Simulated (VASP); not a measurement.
# FeO (C2/m) in VASP: further runs

FeO is run at these levels: PBEsol; tasks: single point.

All numbers are computed with VASP 6.6.1; they aren't measurements. Logs are shortened: lines on timing, memory, paths and dates and some standing lists are left out, and cuts for length are marked.

### Step 1. The cell of the first run

It takes space group C2/m (No. 12, monoclinic). Conventional cell: a = 5.435 Å, b = 3.089 Å, c = 5.344 Å, α = 90.00°, β = 92.55°, γ = 90.00°. Fe (site symmetry 2/m) has 6 O at 2.19 to 2.23 Å and 2 Fe at 2.67 Å within 2.9 Å. Within 2.9 Å of Fe (site symmetry 2/m) lie 6 O at 2.22 to 2.33 Å and 2 Fe at 2.67 Å. O (site symmetry m) has 6 Fe at 2.19 to 2.33 Å within 2.9 Å.

### Step 2. Single point, PBEsol, collinear spin, ferromagnetic start (11.20 Å³/atom)

Contents of INCAR:

```
SYSTEM = FeO
ALGO = Normal
EDIFF = 1E-6
ENCUT = 520
GGA = PS
ISIF = 2
ISMEAR = -1
ISPIN = 2
LASPH = .TRUE.
LCHARG = .TRUE.
LELF = .TRUE.
LMAXMIX = 4
LORBIT = 11
LREAL = .FALSE.
LVHAR = .TRUE.
LWAVE = .FALSE.
MAGMOM = 3 3 0 0
NBANDS = 26
NELM = 150
PREC = Accurate
SIGMA = 0.05
```

Contents of KPOINTS:

```
k-points
0
G
  10 10 5
  0 0 0
```

Contents of POSCAR:

```
FeO
1.0
    2.7176602847     -1.5444905900      0.0000000000
    2.7176602847      1.5444905900      0.0000000000
   -0.2373943931      0.0000000000      5.3387918073
Fe O
2 2
Direct
    0.0000000000      0.0000000000      0.5000000000
    0.0000000000      0.0000000000      0.0000000000
    0.3354670000      0.3354670000      0.7442990000
    0.6645330000      0.6645330000      0.2557010000
```

Potentials or basis: VASP PAW PBE potentials, release 64 (Fe, O).

Run with:

```console
cat potpaw_PBE.64/Fe/POTCAR potpaw_PBE.64/O/POTCAR > POTCAR
mpirun -np 1 vasp_std > vasp.out
```

OUTCAR:

```text
SYSTEM = FeO
   EDIFF = 1E-6
   ENCUT = 520
   GGA = PS
   ISIF = 2
   ISMEAR = -1
   ISPIN = 2
   LASPH = .TRUE.
   LORBIT = 11
   LREAL = .FALSE.
   NELM = 150
   PREC = Accurate

 ion  position               nearest neighbor table
   1  0.000  0.000  0.500-   3 2.19   4 2.19   4 2.23   4 2.23   3 2.23   3 2.23   2 2.67   2 2.67

   2  0.000  0.000  0.000-   4 2.22   4 2.22   3 2.22   3 2.22   3 2.33   4 2.33   1 2.67   1 2.67

   3  0.335  0.335  0.744-   1 2.19   2 2.22   2 2.22   1 2.23   1 2.23   2 2.33
   4  0.665  0.665  0.256-   1 2.19   2 2.22   2 2.22   1 2.23   1 2.23   2 2.33

  LATTYP: Found a base centered monoclinic cell.
 ALAT       =     5.4353205694
 B/A-ratio  =     0.5683162825
 C/A-ratio  =     0.9832110388
 COS(beta)  =    -0.0444220450

  Lattice vectors:

 A1 = (   2.7176602847,  -1.5444905900,   0.0000000000)
 A2 = (   2.7176602847,   1.5444905900,   0.0000000000)
 A3 = (  -0.2373943931,   0.0000000000,   5.3387918073)

Analysis of symmetry for initial positions (statically):
=====================================================================
 Subroutine PRICEL returns:
 Original cell was already a primitive cell.

 Routine SETGRP: Setting up the symmetry group for a
 base centered monoclinic supercell.

 Subroutine GETGRP returns: Found  4 space group operations
 (whereof  4 operations were pure point group operations)
 out of a pool of  4 trial point group operations.

The static configuration has the point symmetry C_2h.

Analysis of symmetry for dynamics (positions and initial velocities):
=====================================================================
 Subroutine PRICEL returns:
 Original cell was already a primitive cell.

 Routine SETGRP: Setting up the symmetry group for a
 base centered monoclinic supercell.

 Subroutine GETGRP returns: Found  4 space group operations
 (whereof  4 operations were pure point group operations)
 out of a pool of  4 trial point group operations.

The dynamic configuration has the point symmetry C_2h.

Analysis of structural, dynamic, and magnetic symmetry:
=====================================================================
 Subroutine PRICEL returns:
 Original cell was already a primitive cell.

 Routine SETGRP: Setting up the symmetry group for a
 base centered monoclinic supercell.

 Subroutine GETGRP returns: Found  4 space group operations
 (whereof  4 operations were pure point group operations)
 out of a pool of  4 trial point group operations.

The overall configuration has the point symmetry C_2h.

 Subroutine INISYM returns: Found  4 space group operations
[... 129 lines left out ...]
   IVDW    =     0    specifies the selected vdW correction
   LEPSILON=     F    determine dielectric tensor
   LRPA    =     F    only Hartree local field effects (RPA)
 spin polarized calculation
  energy-cutoff  :      520.00
  volume of cell :       44.82
 maximum number of plane-waves:      1224
   NGX = 11   NGY = 11   NGZ = 19

 number of electron      28.0000011 magnetization       8.0036924

 Free energy of the ion-electron system (eV)
  ---------------------------------------------------
  ext. energy  EPLUGINS =         0.00000000
  ---------------------------------------------------
  free energy    TOTEN  =       -31.15248636 eV

  energy without entropy =      -31.11966887  energy(sigma->0) =      -31.13607761

 E-fermi :   4.6446     XC(G=0): -11.7695

 val. band max:        4.6430672009   @ k =  -0.1000  -0.2000   0.2000
 cond. band min:       4.6511624395   @ k =   0.2000   0.0000   0.2000
 fundamental gap:      0.0080952385
 Fermi energy:         4.6445567001

 spin component 1

 k-point     1 :       0.0000    0.0000    0.0000
  band No.  band energies     occupation
      1     -14.9965      1.00000
      2     -14.1368      1.00000
      3      -3.1625      1.00000
      4      -1.1366      1.00000
      5      -1.1195      1.00000
      6       0.2249      1.00000
[... 685 lines left out ...]
     25      16.6046      0.00000
     26      18.8332      0.00000

 [... further k-points ...]

 spin component 2

 k-point     1 :       0.0000    0.0000    0.0000
  band No.  band energies     occupation
      1     -14.4325      1.00000
      2     -13.5627      1.00000
      3      -2.4132      1.00000
      4       0.4499      1.00000
      5       0.4772      1.00000
      6       1.7355      1.00000
[... 685 lines left out ...]
     25      17.6118      0.00000
     26      19.7991      0.00000

 [... further k-points ...]

------------------------ aborting loop because EDIFF is reached ----------------------------------------

  FORCE on cell =-STRESS in cart. coord.  units (eV):
  Direction    XX          YY          ZZ          XY          YZ          ZX
  --------------------------------------------------------------------------------------
  -------------------------------------------------------------------------------------
  Total       -6.2711219     -6.1856811     -5.6276592      0.0000000      0.0000000      0.0422343
  in kB     -224.1828617   -221.1284865   -201.1800723      0.0000000      0.0000000      1.5098108
  external PRESSURE =    -215.4971402 kB  Pullay stress =       0.0000000 kB

 VOLUME and BASIS-vectors are now :
 -----------------------------------------------------------------------------
  energy-cutoff  :      520.00
  volume of cell :       44.82
      direct lattice vectors                 reciprocal lattice vectors
     2.717660285 -1.544490590  0.000000000     0.183981789 -0.323731335  0.008180923
     2.717660285  1.544490590  0.000000000     0.183981789  0.323731335  0.008180923
    -0.237394393  0.000000000  5.338791807     0.000000000  0.000000000  0.187308297

 POSITION                                       TOTAL-FORCE (eV/Angst)
 -----------------------------------------------------------------------------------
     -0.11870      0.00000      2.66940        -0.000000     -0.000000      0.000000
      0.00000      0.00000      0.00000         0.000000      0.000000      0.000000
      1.64668      0.00000      3.97366         0.015046      0.000000      0.152154
      3.55125      0.00000      1.36513        -0.015046      0.000000     -0.152154
 -----------------------------------------------------------------------------------
    total drift:                                0.000000     -0.000000     -0.000000

  FREE ENERGIE OF THE ION-ELECTRON SYSTEM (eV)
  ---------------------------------------------------
  free  energy   TOTEN  =       -31.1524863580 eV

  energy  without entropy=      -31.1196688688  energy(sigma->0) =      -31.13607761

 total charge

# of ion       s       p       d       tot
------------------------------------------
    1        0.284   0.329   6.034   6.646
    2        0.273   0.305   6.046   6.625
    3        1.553   3.349   0.000   4.902
    4        1.553   3.349   0.000   4.902
--------------------------------------------------
tot          3.663   7.332  12.080  23.075

 magnetization (x)

# of ion       s       p       d       tot
------------------------------------------
    1        0.020   0.016   3.570   3.606
    2        0.021   0.015   3.533   3.569
    3        0.027   0.283   0.000   0.310
    4        0.027   0.283   0.000   0.310
--------------------------------------------------
tot          0.095   0.597   7.103   7.795
```

OSZICAR:

```text
N       E                     dE             d eps       ncg     rms          rms(c)
DAV:   1     0.231019443052E+03    0.23102E+03   -0.13098E+04 15064   0.127E+03
DAV:   2    -0.962032725933E+01   -0.24064E+03   -0.21636E+03 15162   0.298E+02
[... 11 lines left out ...]
DAV:  14    -0.311524895210E+02   -0.10056E-04   -0.10007E-03 21028   0.349E-01    0.639E-02
DAV:  15    -0.311524893050E+02    0.21595E-06   -0.14862E-04 21244   0.153E-01    0.367E-02
DAV:  16    -0.311524868503E+02    0.24547E-05   -0.21315E-05 20928   0.527E-02    0.163E-02
DAV:  17    -0.311524855820E+02    0.12683E-05   -0.91722E-06 11342   0.258E-02    0.102E-02
DAV:  18    -0.311524863912E+02   -0.80915E-06   -0.11107E-05  9726   0.224E-02    0.794E-03
DAV:  19    -0.311524863580E+02    0.33163E-07   -0.28410E-06  7406   0.216E-02
   1 F= -.31152486E+02 E0= -.31136078E+02  d E =-.328175E-01  mag=     8.0039
```

stdout:

```text
POSCAR found type information on POSCAR FeO
 POSCAR found :  2 types and       4 ions
 scaLAPACK will be used
 -----------------------------------------------------------------------------
|                                                                             |
|                                                                             |
|     You enforced a specific xc type in the INCAR file but a different       |
|     I HOPE YOU KNOW WHAT YOU ARE DOING!                                     |
|                                                                             |
 -----------------------------------------------------------------------------

 LDA part: xc-table for (Slater+PW92), standard interpolation
 POSCAR, INCAR and KPOINTS ok, starting setup
 FFT: planning ... GRIDC
 FFT: planning ... GRID_SOFT
 FFT: planning ... GRID
 WAVECAR not read
 entering main loop
```

Wall time 12 min (1 thread of AMD EPYC 7R13, shared host); peak memory 0.32 GiB.

Results:

```
Free energy                                           : -31.1525 eV
Pressure                                              : -21.5 GPa
Largest force                                         : 0.153 eV/Å
Band gap on the k mesh                                : zero (filled and empty bands overlap)
Net moment                                            : 8.00 μB per cell
Site moments                                          : Fe +3.61, +3.57; O +0.31 μB
Valence electrons inside the program's atomic spheres : Fe 6.65, 6.62; O 4.90
```

Forces in eV/Å, atoms in the order of the input:
```
Fe   0.000  0.000  0.000
Fe   0.000  0.000  0.000
O    0.015  0.000  0.152
O   -0.015  0.000 -0.152
```

Stress tensor (GPa, compression positive):
```
-22.42   0.00   0.15
  0.00 -22.11   0.00
  0.15   0.00 -20.12
```

Levels at points of the mesh, in eV from the Fermi level:
Spin up:
| k point | band 16 | band 17 | band 18 | band 19 | band 20 | band 21 |
| --- | --- | --- | --- | --- | --- | --- |
| (0.00, 0.00, 0.00) | -1.78 | -0.62 | -0.54 | -0.34 | 4.18 | 7.11 |
| (0.50, 0.00, 0.00) | -2.20 | -0.66 | -0.51 | 4.44 | 6.20 | 6.85 |
| (0.50, 0.50, 0.00) | -2.18 | -0.73 | -0.48 | 4.53 | 6.18 | 6.81 |
Spin down:
| k point | band 7 | band 8 | band 9 | band 10 | band 11 | band 12 | band 13 | band 14 |
| --- | --- | --- | --- | --- | --- | --- | --- | --- |
| (0.00, 0.00, 0.00) | -2.60 | -2.58 | -1.62 | -0.32 | -0.25 | -0.19 | -0.06 | 0.46 |
| (0.50, 0.00, 0.00) | -4.33 | -3.59 | -1.56 | -0.10 | 0.48 | 0.61 | 0.83 | 0.92 |
| (0.50, 0.50, 0.00) | -4.28 | -3.52 | -1.56 | -0.10 | 0.52 | 0.60 | 0.83 | 0.92 |

Caveat: the cell stands under tension; the PAW data sets were made with another functional, which shifts forces and pressure a little; semilocal functionals often make such compounds metallic where correlation or magnetic order opens a gap, which also shifts bond lengths; the run started ferromagnetic, and an antiferromagnetic order may lie lower in energy.

(Continued in part 2 of 2.)
